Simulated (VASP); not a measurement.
Set up this calculation in VASP 6.6.1, as the native input.

| Quantity | Value |
| --- | --- |
| Task | single point |
| Functional | PBE-based screened hybrid with 5 % exact exchange |
| Potentials or basis | VASP PAW PBE potentials, release 64 (Sn_d, O) |
| Cutoff | 520 eV |
| k mesh | 4 × 4 × 4 |
| Occupations | gaussian, width 0.01 eV |
| Spin | no spin polarisation |
| Dipole correction | no |
| Grid for exact exchange (PRECFOCK) | Normal |
| Share of exact exchange | 0.05 |
| Further INCAR settings | ALGO = Normal; EDIFF = 1e-07; NBANDS = 17 |
| Screening parameter | 0.1 1/Å |

The system is SnO.

```
Sn O
1.0
     3.10341    0.00000    0.00000
     0.00000    3.10341    0.00000
     0.00000    0.00000    3.10341
Sn O
1 1
Direct
  0.00000 0.00000 0.00000
  0.50000 0.50000 0.50000
```

These files were run (other wordings do the same):

POSCAR

```
SnO
1.0
    3.1034067823      0.0000000000      0.0000000000
    0.0000000000      3.1034067823      0.0000000000
    0.0000000000      0.0000000000      3.1034067823
Sn O
1 1
Direct
    0.0000000000      0.0000000000      0.0000000000
    0.5000000000      0.5000000000      0.5000000000
```

INCAR.step1

```
SYSTEM = SnO
  PREC = Accurate
  ENCUT = 520
  EDIFF = 1E-5
  ISMEAR = 0
  SIGMA = 0.01
  LREAL = .False.
  LASPH = .True.
  NELM = 100
  ALGO = Normal
  ISIF = 2
  LWAVE = .True.
  LCHARG = .False.
  NBANDS = 17
  GGA = PE
```

INCAR.step2

```
SYSTEM = SnO
  PREC = Accurate
  ENCUT = 520
  EDIFF = 1E-7
  ISMEAR = 0
  SIGMA = 0.01
  LREAL = .False.
  LASPH = .True.
  NELM = 100
  ALGO = Normal
  ISIF = 2
  LWAVE = .False.
  LCHARG = .False.
  GGA = PE
  LHFCALC = .True.
  AEXX = 0.05
  HFSCREEN = 0.1
  PRECFOCK = Normal
  NBANDS = 17
  ISTART = 1
```

KPOINTS

```
Automatic mesh
0
Gamma
  4 4 4
  0 0 0
```

Potentials or basis: VASP PAW PBE potentials, release 64 (Sn_d, O).

Command:

```console
$ cat potpaw_PBE.64/Sn_d/POTCAR potpaw_PBE.64/O/POTCAR > POTCAR
$ cp INCAR.step1 INCAR
$ mpirun -np 1 vasp_std > vasp.out
$ cp INCAR.step2 INCAR
$ mpirun -np 1 vasp_std > vasp.out
```

It gave:

| Quantity | Value |
| --- | --- |
| Pressure | 2.3 GPa |
| Band gap on the k mesh | 0.67 eV (least direct gap 1.30 eV) |

Caveat: the k points lie up to 0.51 Å⁻¹ apart; the PAW data sets were made with another functional, which shifts forces and pressure a little; spin-orbit coupling is left out, which moves the levels of the heavy elements.

Wall time 2.9 min on 1 thread of Intel(R) Xeon(R) Platinum 8488C (Sapphire Rapids), with other jobs on the host, peak memory 0.24 GiB.
